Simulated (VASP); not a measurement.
# AlFe3 (I4/mmm) in VASP: single point with r2SCAN

Aim: the single point of AlFe3 with r2SCAN.

All numbers are computed with VASP 6.6.1; they aren't measurements. Logs are shortened: lines on timing, memory, paths and dates and some standing lists are left out, and cuts for length are marked.

### 1 The cell of the first run

The structure is tetragonal, space group I4/mmm (No. 139). The conventional cell has a = 4.098 Å, b = 4.098 Å, c = 7.940 Å, α = 90.00°, β = 90.00°, γ = 90.00°. Within 3.8 Å of Al (site symmetry 4/mmm) lie 12 Fe at 2.85 to 2.90 Å. Fe (site symmetry 4/mmm) has 8 Fe at 2.85 Å and 4 Al at 2.90 Å within 3.8 Å. Fe (site symmetry -4m2) has 4 Al at 2.85 Å and 8 Fe at 2.85 to 2.90 Å within 3.8 Å.

### 2 Single point, r2SCAN

Contents of POSCAR:

```
AlFe3
1.0
    0.0000000000      4.0976520000      0.0000000000
    4.0976520000      0.0000000000      0.0000000000
    2.0488260000      2.0488260000     -3.9700350000
Al Fe
1 3
Direct
    0.0000000000      0.0000000000      0.0000000000
    0.5000000000      0.5000000000      0.0000000000
    0.2500000000      0.7500000000      0.5000000000
    0.7500000000      0.2500000000      0.5000000000
```

Contents of INCAR.step1:

```
SYSTEM = AlFe3
ALGO = Normal
EDIFF = 1E-4
ENCUT = 520
GGA = PE
ISMEAR = -1
LASPH = .TRUE.
LCHARG = .FALSE.
LREAL = .FALSE.
LWAVE = .TRUE.
NBANDS = 22
NELM = 100
PREC = Accurate
SIGMA = 0.1
```

Contents of INCAR.step2:

```
SYSTEM = AlFe3
ALGO = Normal
EDIFF = 1E-6
ENCUT = 520
ISIF = 2
ISMEAR = -1
ISTART = 1
LASPH = .TRUE.
LCHARG = .TRUE.
LELF = .TRUE.
LMIXTAU = .TRUE.
LREAL = .FALSE.
LVHAR = .TRUE.
LWAVE = .FALSE.
METAGGA = R2SCAN
NBANDS = 22
NELM = 100
PREC = Accurate
SIGMA = 0.1
```

Contents of KPOINTS:

```
k-points
0
G
  9 9 9
  0 0 0
```

Potentials or basis: VASP PAW PBE potentials, release 64 (Al, Fe).

The run is started by

```
cat potpaw_PBE.64/Al/POTCAR potpaw_PBE.64/Fe/POTCAR > POTCAR
cp INCAR.step1 INCAR
mpirun -np 1 vasp_std > vasp.out
cp INCAR.step2 INCAR
mpirun -np 1 vasp_std > vasp.out
```

OUTCAR:

```text
SYSTEM = AlFe3
   EDIFF = 1E-6
   ENCUT = 520
   ISIF = 2
   ISMEAR = -1
   ISTART = 1
   LASPH = .TRUE.
   LREAL = .FALSE.
   METAGGA = R2SCAN
   NELM = 100
   PREC = Accurate

 ion  position               nearest neighbor table
   1  0.000  0.000  0.000-   4 2.85   3 2.85   3 2.85   4 2.85   3 2.85   4 2.85   4 2.85   3 2.85
                             2 2.90   2 2.90   2 2.90   2 2.90
   2  0.500  0.500  0.000-   3 2.85   4 2.85   3 2.85   4 2.85   3 2.85   4 2.85   3 2.85   4 2.85
                             1 2.90   1 2.90   1 2.90   1 2.90
   3  0.250  0.750  0.500-   1 2.85   2 2.85   1 2.85   2 2.85   1 2.85   2 2.85   1 2.85   2 2.85
                             4 2.90   4 2.90   4 2.90   4 2.90
   4  0.750  0.250  0.500-   2 2.85   1 2.85   1 2.85   2 2.85   1 2.85   2 2.85   2 2.85   1 2.85
                             3 2.90   3 2.90   3 2.90   3 2.90

  LATTYP: Found a body centered tetragonal cell.
 ALAT       =     4.0976520000
 C/A-ratio  =     1.9377121337

  Lattice vectors:

 A1 = (  -2.0488260000,   2.0488260000,   3.9700350000)
 A2 = (   2.0488260000,  -2.0488260000,   3.9700350000)
 A3 = (   2.0488260000,   2.0488260000,  -3.9700350000)

Analysis of symmetry for initial positions (statically):
=====================================================================
 Subroutine PRICEL returns:
 Original cell was already a primitive cell.

 Routine SETGRP: Setting up the symmetry group for a
 body centered tetragonal supercell.

 Subroutine GETGRP returns: Found 16 space group operations
 (whereof 16 operations were pure point group operations)
 out of a pool of 16 trial point group operations.

The static configuration has the point symmetry D_4h.

Analysis of symmetry for dynamics (positions and initial velocities):
=====================================================================
 Subroutine PRICEL returns:
 Original cell was already a primitive cell.

 Routine SETGRP: Setting up the symmetry group for a
 body centered tetragonal supercell.

 Subroutine GETGRP returns: Found 16 space group operations
 (whereof 16 operations were pure point group operations)
 out of a pool of 16 trial point group operations.

The dynamic configuration has the point symmetry D_4h.

 Subroutine INISYM returns: Found 16 space group operations
 (whereof 16 operations are pure point group operations),
 and found     1 'primitive' translations

----------------------------------------------------------------------------------------

                                     Primitive cell

  volume of cell :      66.6599

  direct lattice vectors                    reciprocal lattice vectors
     0.000000000  4.097652000  0.000000000     0.000000000  0.244042198  0.125943474
     4.097652000  0.000000000  0.000000000     0.244042198  0.000000000  0.125943474
     2.048826000  2.048826000 -3.970035000     0.000000000  0.000000000 -0.251886948

  length of vectors
     4.097652000  4.097652000  4.914931725     0.274624021  0.274624021  0.251886948

  position of ions in fractional coordinates (direct lattice)
     0.000000000  0.000000000  0.000000000
     0.500000000  0.500000000  0.000000000
     0.250000000  0.750000000  0.500000000
     0.750000000  0.250000000  0.500000000

  ion indices of the primitive-cell ions
   primitive index   ion index
                 1           1
                 2           2
                 3           3
                 4           4

----------------------------------------------------------------------------------------

 KPOINTS: k-points

Automatic generation of k-mesh.
 Grid dimensions read from file:
 generate k-points for:    9    9    9

 Generating k-lattice:

  Cartesian coordinates                     Fractional coordinates (reciprocal lattice)
     0.000000000  0.027115800  0.013993719     0.111111111  0.000000000  0.000000000
     0.027115800  0.000000000  0.013993719     0.000000000  0.111111111  0.000000000
     0.000000000  0.000000000 -0.027987439     0.000000000  0.000000000  0.111111111

  Length of vectors
     0.030513780  0.030513780  0.027987439

  Shift w.r.t. Gamma in fractional coordinates (k-lattice)
     0.000000000  0.000000000  0.000000000

 Subroutine IBZKPT returns following result:
 ===========================================

 Found     75 irreducible k-points:

 Following reciprocal coordinates:
            Coordinates               Weight
  0.000000  0.000000  0.000000      1.000000
  0.111111  0.000000 -0.000000      8.000000
  0.222222  0.000000 -0.000000      8.000000
  0.333333  0.000000 -0.000000      8.000000
  0.444444  0.000000 -0.000000      8.000000
  0.111111  0.111111 -0.000000      8.000000
[... 16 lines left out ...]
 -0.333333  0.333333  0.000000      4.000000
  0.444444  0.444444 -0.000000      8.000000
 [... further k-points ...]
   k-points           NKPTS =     75   k-points in BZ     NKDIM =     75   number of bands    NBANDS=     22
   number of dos      NEDOS =    301   number of ions     NIONS =      4
   total plane-waves  NPLWV =  36000
   dimension x,y,z NGX =    30 NGY =   30 NGZ =   40
   dimension x,y,z NGXF=    60 NGYF=   60 NGZF=   80
   ions per type =               1   3
   NGX,Y,Z   is equivalent  to a cutoff of  12.17, 12.17, 13.53 a.u.
   NGXF,Y,Z  is equivalent  to a cutoff of  24.34, 24.34, 27.06 a.u.
 SYSTEM =  AlFe3
   PREC   = accura    normal or accurate (medium, high low for compatibility)
   ISTART =      1    job   : 0-new  1-cont  2-samecut
   ICHARG =      0    charge: 1-file 2-atom 10-const
   ISPIN  =      1    spin polarized calculation?
   LNONCOLLINEAR =      F non collinear calculations
   LSORBIT =      F    spin-orbit coupling
   LASPH  =      T    aspherical Exc in radial PAW
   ENCUT  =  520.0 eV  38.22 Ry    6.18 a.u.   7.62  7.62  9.14*2*pi/ulx,y,z
   NELM   =    100;   NELMIN=  2; NELMDL=  0     # of ELM steps
   EDIFF  = 0.1E-05   stopping-criterion for ELM
   LREAL  =      F    real-space projection
   EDIFFG = 0.1E-04   stopping-criterion for IOM
   NSW    =      0    number of steps for IOM
   IBRION =     -1    ionic relax: 0-MD 1-quasi-New 2-CG
   NFREE  =      0    steps in history (QN), initial steepest desc. (CG)
   ISIF   =      2    stress and relaxation
   ISYM   =      2    0-nonsym 1-usesym 2-fastsym
   POTIM  = 0.5000    time-step for ionic-motion
   TEBEG  =    0.0;   TEEND  =   0.0 temperature during run
   PSTRESS=    0.0 pullay stress
   NELECT =      27.0000    total number of electrons
   NUPDOWN=      -1.0000    fix difference up-down
   EMIN   =  10.00;   EMAX   =-10.00  energy-range for DOS
   EFERMI =   0.00;   METHOD = LEGACY
   ISMEAR =    -1;   SIGMA  =   0.10  broadening in eV -4-tet -1-fermi 0-gaus
   EFERMI_NEDOS =   21; number of points for ismear=-14 and -15
   IALGO  =     38    algorithm
   IMIX   =      4    mixing-type and parameters
     AMIX     =   0.40;   BMIX     =  1.00
     AMIX_MAG =   1.60;   BMIX_MAG =  1.00
  volume/ion in A,a.u.               =      16.66       112.46
  Fermi-wavevector in a.u.,A,eV,Ry     =   1.211271  2.288970 19.962155  1.467177
  Thomas-Fermi vector in A             =   2.346792
   LORBIT       =      0    0 simple, 1 ext, 2 COOP (PROOUT), +10 PAW based schemes
   METAGGA = R2SCAN    functional components
   LHFCALC =     F    Hartree Fock is set to
   AEXX    =    0.0000 exact exchange contribution
   IVDW    =     0    specifies the selected vdW correction
   LEPSILON=     F    determine dielectric tensor
   LRPA    =     F    only Hartree local field effects (RPA)
 non-spin polarized calculation
  energy-cutoff  :      520.00
  volume of cell :       66.66
 maximum number of plane-waves:      1822
   NGX = 15   NGY = 15   NGZ = 19

 number of electron      26.9999990 magnetization

 Free energy of the ion-electron system (eV)
  ---------------------------------------------------
  ext. energy  EPLUGINS =         0.00000000
  ---------------------------------------------------
  free energy    TOTEN  =       -43.81295519 eV

  energy without entropy =      -43.39541457  energy(sigma->0) =      -43.60418488

 E-fermi :   3.6072     XC(G=0): -11.7200

 val. band max:        3.6051238754   @ k =   0.0000   0.0000   0.0000
 cond. band min:       3.6085861997   @ k =  -0.2222   0.2222   0.0000
 fundamental gap:      0.0034623243
 Fermi energy:         3.6072241121

 k-point     1 :       0.0000    0.0000    0.0000
  band No.  band energies     occupation
      1      -4.4339      2.00000
      2       1.2696      2.00000
      3       1.4600      2.00000
      4       1.8110      2.00000
      5       1.8490      2.00000
      6       1.8490      2.00000
[... 14 lines left out ...]
     21       8.7206      0.00000
     22       8.7206      0.00000

 k-point     2 :       0.1111    0.0000   -0.0000
  band No.  band energies     occupation
      1      -4.2845      2.00000
      2       1.2213      2.00000
      3       1.5504      2.00000
      4       1.7133      2.00000
      5       1.7269      2.00000
      6       1.9756      2.00000
[... 14 lines left out ...]
     21       9.0670      0.00000
     22       9.2332      0.00000

 k-point     3 :       0.2222    0.0000   -0.0000
  band No.  band energies     occupation
      1      -3.8435      2.00000
      2       1.0431      2.00000
      3       1.3339      2.00000
      4       1.6935      2.00000
      5       1.7780      2.00000
      6       2.1085      2.00000
[... 14 lines left out ...]
     21       9.3267      0.00000
     22      10.1468      0.00000
[... 476 lines left out ...]
 k-point    23 :      -0.3333    0.3333    0.0000
  band No.  band energies     occupation
      1      -2.4419      2.00000
      2       0.3317      2.00000
      3       1.5749      2.00000
      4       1.8749      2.00000
      5       1.9653      2.00000
      6       2.0311      2.00000
[... 14 lines left out ...]
     21       7.3594      0.00000
     22       8.4739      0.00000

 k-point    24 :       0.4444    0.4444   -0.0000
  band No.  band energies     occupation
      1      -1.0683      2.00000
      2       0.0312      2.00000
      3       0.9310      2.00000
      4       1.1999      2.00000
      5       2.0001      2.00000
      6       2.1998      2.00000
[... 14 lines left out ...]
     21       7.6006      0.00000
     22      10.8246      0.00000

 [... further k-points ...]
[... 5 lines left out ...]
  --------------------------------------------------------------------------------------
  -------------------------------------------------------------------------------------
  Total      -16.4833262    -16.4833262    -16.0326053      0.0000000      0.0000000      0.0000000
  in kB     -396.1785466   -396.1785466   -385.3454204      0.0000000      0.0000000      0.0000000
  external PRESSURE =    -392.5675046 kB  Pullay stress =       0.0000000 kB

 VOLUME and BASIS-vectors are now :
 -----------------------------------------------------------------------------
  energy-cutoff  :      520.00
  volume of cell :       66.66
      direct lattice vectors                 reciprocal lattice vectors
     0.000000000  4.097652000  0.000000000     0.000000000  0.244042198  0.125943474
     4.097652000  0.000000000  0.000000000     0.244042198  0.000000000  0.125943474
     2.048826000  2.048826000 -3.970035000     0.000000000  0.000000000 -0.251886948

 POSITION                                       TOTAL-FORCE (eV/Angst)
 -----------------------------------------------------------------------------------
      0.00000      0.00000      0.00000        -0.000000      0.000000     -0.000000
      2.04883      2.04883      0.00000        -0.000000      0.000000     -0.000000
      4.09765      2.04883     -1.98502        -0.000000     -0.000000      0.000000
      2.04883      4.09765     -1.98502         0.000000      0.000000     -0.000000
 -----------------------------------------------------------------------------------
    total drift:                                0.000000     -0.000000      0.000000

  FREE ENERGIE OF THE ION-ELECTRON SYSTEM (eV)
  ---------------------------------------------------
  free  energy   TOTEN  =       -43.8129551940 eV

  energy  without entropy=      -43.3954145656  energy(sigma->0) =      -43.60418488
```

It took 3.5 min on 1 thread of Intel Xeon 6975P-C (Granite Rapids), shared host; peak memory 0.25 GiB.

Results:

```
Free energy : -43.8130 eV
Pressure    : -39.3 GPa
```

Caveat: the PAW data sets were made with another functional, which shifts forces and pressure a little.
